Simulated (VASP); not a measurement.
# InAs (Fm-3m) in VASP: single point with PBE

Aim: the single point of InAs with PBE.

Program: VASP 6.6.1. These are calculated values, not measurements. Logs are shortened: lines on timing, memory, paths and dates and some standing lists are left out, and cuts for length are marked.

## 1. The cell of the first run

Symmetry: Fm-3m, No. 225, cubic system. The conventional cell has a = 5.683 Å, b = 5.683 Å, c = 5.683 Å, α = 90.00°, β = 90.00°, γ = 90.00°. Within 3.7 Å of In (site symmetry m-3m) lie 6 As at 2.84 Å. As (site symmetry m-3m) has 6 In at 2.84 Å within 3.7 Å.

## 2. Single point, PBE

The input, INCAR:

```
SYSTEM = InAs
  PREC = Accurate
  ENCUT = 520
  EDIFF = 1E-6
  ISMEAR = -1
  SIGMA = 0.02
  LREAL = .FALSE.
  LASPH = .TRUE.
  NELM = 100
  ALGO = Normal
  ISIF = 2
  LWAVE = .FALSE.
  LCHARG = .FALSE.
  GGA = PE
  NBANDS = 16
```

The input, KPOINTS:

```
regular mesh
0
G
  6 6 6
  0 0 0
```

The input, POSCAR:

```
InAs
1.0
    0.0000000000      2.8414336054      2.8414336054
    2.8414336054      0.0000000000      2.8414336054
    2.8414336054      2.8414336054      0.0000000000
In As
1 1
Direct
    0.0000000000      0.0000000000      0.0000000000
    0.5000000000      0.5000000000      0.5000000000
```

Potentials or basis: VASP PAW PBE potentials, release 64 (In_d, As).

Run with:

```console
$ cat potpaw_PBE.64/In_d/POTCAR potpaw_PBE.64/As/POTCAR > POTCAR
$ mpirun -np 1 vasp_std > vasp.out
```

OUTCAR:

```text
SYSTEM = InAs
   PREC = Accurate
   ENCUT = 520
   EDIFF = 1E-6
   ISMEAR = -1
   LREAL = .FALSE.
   LASPH = .TRUE.
   NELM = 100
   ISIF = 2
   GGA = PE

 ion  position               nearest neighbor table
   1  0.000  0.000  0.000-   2 2.84   2 2.84   2 2.84   2 2.84   2 2.84   2 2.84
   2  0.500  0.500  0.500-   1 2.84   1 2.84   1 2.84   1 2.84   1 2.84   1 2.84

  LATTYP: Found a face centered cubic cell.
 ALAT       =     5.6828672108

  Lattice vectors:

 A1 = (   0.0000000000,   2.8414336054,   2.8414336054)
 A2 = (   2.8414336054,   0.0000000000,   2.8414336054)
 A3 = (   2.8414336054,   2.8414336054,   0.0000000000)

Analysis of symmetry for initial positions (statically):
=====================================================================
 Subroutine PRICEL returns:
 Original cell was already a primitive cell.

 Routine SETGRP: Setting up the symmetry group for a
 face centered cubic supercell.

 Subroutine GETGRP returns: Found 48 space group operations
 (whereof 48 operations were pure point group operations)
 out of a pool of 48 trial point group operations.

The static configuration has the point symmetry O_h .

Analysis of symmetry for dynamics (positions and initial velocities):
=====================================================================
 Subroutine PRICEL returns:
 Original cell was already a primitive cell.

 Routine SETGRP: Setting up the symmetry group for a
 face centered cubic supercell.

 Subroutine GETGRP returns: Found 48 space group operations
 (whereof 48 operations were pure point group operations)
 out of a pool of 48 trial point group operations.

The dynamic configuration has the point symmetry O_h .

 Subroutine INISYM returns: Found 48 space group operations
 (whereof 48 operations are pure point group operations),
 and found     1 'primitive' translations

----------------------------------------------------------------------------------------

                                     Primitive cell

  volume of cell :      45.8820

  direct lattice vectors                    reciprocal lattice vectors
     0.000000000  2.841433605  2.841433605    -0.175967511  0.175967511  0.175967511
     2.841433605  0.000000000  2.841433605     0.175967511 -0.175967511  0.175967511
     2.841433605  2.841433605  0.000000000     0.175967511  0.175967511 -0.175967511

  length of vectors
     4.018393941  4.018393941  4.018393941     0.304784670  0.304784670  0.304784670

  position of ions in fractional coordinates (direct lattice)
     0.000000000  0.000000000  0.000000000
     0.500000000  0.500000000  0.500000000

  ion indices of the primitive-cell ions
   primitive index   ion index
                 1           1
                 2           2

----------------------------------------------------------------------------------------

 KPOINTS: regular mesh

Automatic generation of k-mesh.
 Grid dimensions read from file:
 generate k-points for:    6    6    6

 Generating k-lattice:

  Cartesian coordinates                     Fractional coordinates (reciprocal lattice)
    -0.029327919  0.029327919  0.029327919     0.166666667  0.000000000  0.000000000
     0.029327919 -0.029327919  0.029327919     0.000000000  0.166666667  0.000000000
     0.029327919  0.029327919 -0.029327919     0.000000000  0.000000000  0.166666667

  Length of vectors
     0.050797445  0.050797445  0.050797445

  Shift w.r.t. Gamma in fractional coordinates (k-lattice)
     0.000000000  0.000000000  0.000000000

 Subroutine IBZKPT returns following result:
 ===========================================

 Found     16 irreducible k-points:

 Following reciprocal coordinates:
            Coordinates               Weight
  0.000000  0.000000  0.000000      1.000000
  0.166667  0.000000  0.000000      8.000000
  0.333333  0.000000  0.000000      8.000000
  0.500000  0.000000  0.000000      4.000000
  0.166667  0.166667  0.000000      6.000000
  0.333333  0.166667  0.000000     24.000000
[... 8 lines left out ...]
 -0.333333  0.333333  0.166667     24.000000
 -0.333333  0.500000  0.166667     12.000000
   k-points           NKPTS =     16   k-points in BZ     NKDIM =     16   number of bands    NBANDS=     16
   number of dos      NEDOS =    301   number of ions     NIONS =      2
   total plane-waves  NPLWV =  27000
   dimension x,y,z NGX =    30 NGY =   30 NGZ =   30
   dimension x,y,z NGXF=    60 NGYF=   60 NGZF=   60
   ions per type =               1   1
   NGX,Y,Z   is equivalent  to a cutoff of  12.41, 12.41, 12.41 a.u.
   NGXF,Y,Z  is equivalent  to a cutoff of  24.82, 24.82, 24.82 a.u.
 SYSTEM =  InAs
   PREC   = accura    normal or accurate (medium, high low for compatibility)
   ISTART =      0    job   : 0-new  1-cont  2-samecut
   ICHARG =      2    charge: 1-file 2-atom 10-const
   ISPIN  =      1    spin polarized calculation?
   LNONCOLLINEAR =      F non collinear calculations
   LSORBIT =      F    spin-orbit coupling
   LASPH  =      T    aspherical Exc in radial PAW
   ENCUT  =  520.0 eV  38.22 Ry    6.18 a.u.   7.47  7.47  7.47*2*pi/ulx,y,z
   NELM   =    100;   NELMIN=  2; NELMDL= -5     # of ELM steps
   EDIFF  = 0.1E-05   stopping-criterion for ELM
   LREAL  =      F    real-space projection
   EDIFFG = 0.1E-04   stopping-criterion for IOM
   NSW    =      0    number of steps for IOM
   IBRION =     -1    ionic relax: 0-MD 1-quasi-New 2-CG
   NFREE  =      0    steps in history (QN), initial steepest desc. (CG)
   ISIF   =      2    stress and relaxation
   ISYM   =      2    0-nonsym 1-usesym 2-fastsym
   POTIM  = 0.5000    time-step for ionic-motion
   TEBEG  =    0.0;   TEEND  =   0.0 temperature during run
   PSTRESS=    0.0 pullay stress
   NELECT =      18.0000    total number of electrons
   NUPDOWN=      -1.0000    fix difference up-down
   EMIN   =  10.00;   EMAX   =-10.00  energy-range for DOS
   EFERMI =   0.00;   METHOD = LEGACY
   ISMEAR =    -1;   SIGMA  =   0.02  broadening in eV -4-tet -1-fermi 0-gaus
   EFERMI_NEDOS =   21; number of points for ismear=-14 and -15
   IALGO  =     38    algorithm
   IMIX   =      4    mixing-type and parameters
     AMIX     =   0.40;   BMIX     =  1.00
     AMIX_MAG =   1.60;   BMIX_MAG =  1.00
  volume/ion in A,a.u.               =      22.94       154.81
  Fermi-wavevector in a.u.,A,eV,Ry     =   1.198445  2.264733 19.541650  1.436271
  Thomas-Fermi vector in A             =   2.334334
   LORBIT       =      0    0 simple, 1 ext, 2 COOP (PROOUT), +10 PAW based schemes
   GGA     = PE    functional components
   LHFCALC =     F    Hartree Fock is set to
   AEXX    =    0.0000 exact exchange contribution
   IVDW    =     0    specifies the selected vdW correction
   LEPSILON=     F    determine dielectric tensor
   LRPA    =     F    only Hartree local field effects (RPA)
 non-spin polarized calculation
  energy-cutoff  :      520.00
  volume of cell :       45.88
 maximum number of plane-waves:      1258
 NGX is ok and might be reduce to    30
   NGX = 15   NGY = 15   NGZ = 15

 number of electron      17.9999990 magnetization

 Free energy of the ion-electron system (eV)
  ---------------------------------------------------
  ext. energy  EPLUGINS =         0.00000000
  ---------------------------------------------------
  free energy    TOTEN  =        -7.33071811 eV

  energy without entropy =       -7.32713118  energy(sigma->0) =       -7.32892464

 E-fermi :   6.3593     XC(G=0): -10.2673

 val. band max:        6.3213406396   @ k =  -0.3333   0.1667   0.0000
 cond. band min:       6.3742639667   @ k =   0.3333   0.0000   0.0000
 fundamental gap:      0.0529233271
 Fermi energy:         6.3592675408

 k-point     1 :       0.0000    0.0000    0.0000
  band No.  band energies     occupation
      1      -8.0127      2.00000
      2      -8.0127      2.00000
      3      -7.9905      2.00000
      4      -7.9905      2.00000
      5      -7.9905      2.00000
      6      -6.0086      2.00000
[... 8 lines left out ...]
     15      14.0361      0.00000
     16      14.0361      0.00000

 k-point     2 :       0.1667    0.0000    0.0000
  band No.  band energies     occupation
      1      -8.0256      2.00000
      2      -8.0256      2.00000
      3      -7.9915      2.00000
      4      -7.9764      2.00000
      5      -7.9764      2.00000
      6      -5.6973      2.00000
[... 8 lines left out ...]
     15      14.3849      0.00000
     16      14.3849      0.00000

 k-point     3 :       0.3333    0.0000    0.0000
  band No.  band energies     occupation
      1      -8.0549      2.00000
      2      -8.0549      2.00000
      3      -7.9959      2.00000
      4      -7.9444      2.00000
      5      -7.9444      2.00000
      6      -4.8689      2.00000
[... 8 lines left out ...]
     15      16.2014      0.00000
     16      16.2014      0.00000

 k-point     4 :       0.5000    0.0000    0.0000
  band No.  band energies     occupation
      1      -8.0698      2.00000
      2      -8.0698      2.00000
      3      -7.9990      2.00000
      4      -7.9280      2.00000
      5      -7.9280      2.00000
      6      -4.2260      2.00000
[... 8 lines left out ...]
     15      18.2960      0.00000
     16      18.2960      0.00000
[... 172 lines left out ...]
 k-point    14 :       0.5000    0.3333    0.1667
  band No.  band energies     occupation
      1      -8.1747      2.00000
      2      -8.0233      2.00000
      3      -7.9968      2.00000
      4      -7.9415      2.00000
      5      -7.9263      2.00000
      6      -4.0762      2.00000
[... 8 lines left out ...]
     15      18.3843      0.00000
     16      18.5306      0.00000

 k-point    15 :      -0.3333    0.3333    0.1667
  band No.  band energies     occupation
      1      -8.1945      2.00000
      2      -8.0335      2.00000
      3      -7.9738      2.00000
      4      -7.9632      2.00000
      5      -7.9131      2.00000
      6      -3.5272      2.00000
[... 8 lines left out ...]
     15      16.4242      0.00000
     16      19.8629      0.00000

 k-point    16 :      -0.3333    0.5000    0.1667
  band No.  band energies     occupation
      1      -8.2583      2.00000
      2      -8.0076      2.00000
      3      -8.0029      2.00000
      4      -7.9374      2.00000
      5      -7.9013      2.00000
      6      -3.2459      2.00000
[... 8 lines left out ...]
     15      18.2516      0.00000
     16      20.8166      0.00000

------------------------ aborting loop because EDIFF is reached ----------------------------------------

  FORCE on cell =-STRESS in cart. coord.  units (eV):
  Direction    XX          YY          ZZ          XY          YZ          ZX
  --------------------------------------------------------------------------------------
  -------------------------------------------------------------------------------------
  Total        0.7457453      0.7457453      0.7457453     -0.0000000      0.0000000     -0.0000000
  in kB       26.0410550     26.0410550     26.0410550     -0.0000000      0.0000000     -0.0000000
  external PRESSURE =      26.0410550 kB  Pullay stress =       0.0000000 kB

 VOLUME and BASIS-vectors are now :
 -----------------------------------------------------------------------------
  energy-cutoff  :      520.00
  volume of cell :       45.88
      direct lattice vectors                 reciprocal lattice vectors
     0.000000000  2.841433605  2.841433605    -0.175967511  0.175967511  0.175967511
     2.841433605  0.000000000  2.841433605     0.175967511 -0.175967511  0.175967511
     2.841433605  2.841433605  0.000000000     0.175967511  0.175967511 -0.175967511

 POSITION                                       TOTAL-FORCE (eV/Angst)
 -----------------------------------------------------------------------------------
      0.00000      0.00000      0.00000        -0.000000      0.000000      0.000000
      2.84143      2.84143      2.84143         0.000000     -0.000000      0.000000
 -----------------------------------------------------------------------------------
    total drift:                               -0.000000      0.000000      0.000000

  FREE ENERGIE OF THE ION-ELECTRON SYSTEM (eV)
  ---------------------------------------------------
  free  energy   TOTEN  =        -7.3307181062 eV

  energy  without entropy=       -7.3271311751  energy(sigma->0) =       -7.32892464
```

Wall time 35 s (1 thread of Intel Xeon 6975P-C, shared host); peak memory 0.17 GiB.

Results:

- Free energy: -7.3307 eV
- Pressure: 2.6 GPa
- Band gap on the k mesh: zero (band 9 reaches 6.73 eV, above the bottom of band 10 at 4.00 eV)

Caveat: spin-orbit coupling is left out, which moves the levels of the heavy elements.
